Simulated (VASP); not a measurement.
Here is a VASP 6.6.1 calculation.

Contents of INCAR:

```
PREC = Accurate
ENCUT = 520
EDIFF = 1E-6
ISMEAR = 0
SIGMA = 0.15
LREAL = False
LASPH = True
NELM = 100
ALGO = Fast
ISIF = 2
LWAVE = False
LCHARG = True
GGA = PS
LELF = True
LVHAR = True
NBANDS = 14
```

Contents of KPOINTS:

```
Automatic mesh
0
Gamma
  18 18 10
```

File POSCAR:

```
Na
1.0
    3.9766993653      0.0000000000      0.0000000000
   -1.9883496827      3.4439226736      0.0000000000
    0.0000000000      0.0000000000      5.5220895145
Na
2
Direct
    0.3333333333      0.6666666667      0.2500000000
    0.6666666667      0.3333333333      0.7500000000
```

Potentials or basis: VASP PAW PBE potentials, release 64 (Na_pv).

Launch:

```console
$ cat potpaw_PBE.64/Na_pv/POTCAR > POTCAR
$ mpirun -np 1 vasp_std > vasp.out
```

Question: Estimate the band gap on the k mesh.

Answer: Zero (band 7 reaches 2.04 eV, above the bottom of band 8 at -1.73 eV).

Question: Predict the pressure.

Answer: 0.0 GPa.

Stress tensor (GPa, compression positive):
```
-0.42  0.00  0.00
 0.00 -0.42  0.00
 0.00  0.00  0.86
```

Caveat: the PAW data sets were made with another functional, which shifts forces and pressure a little.
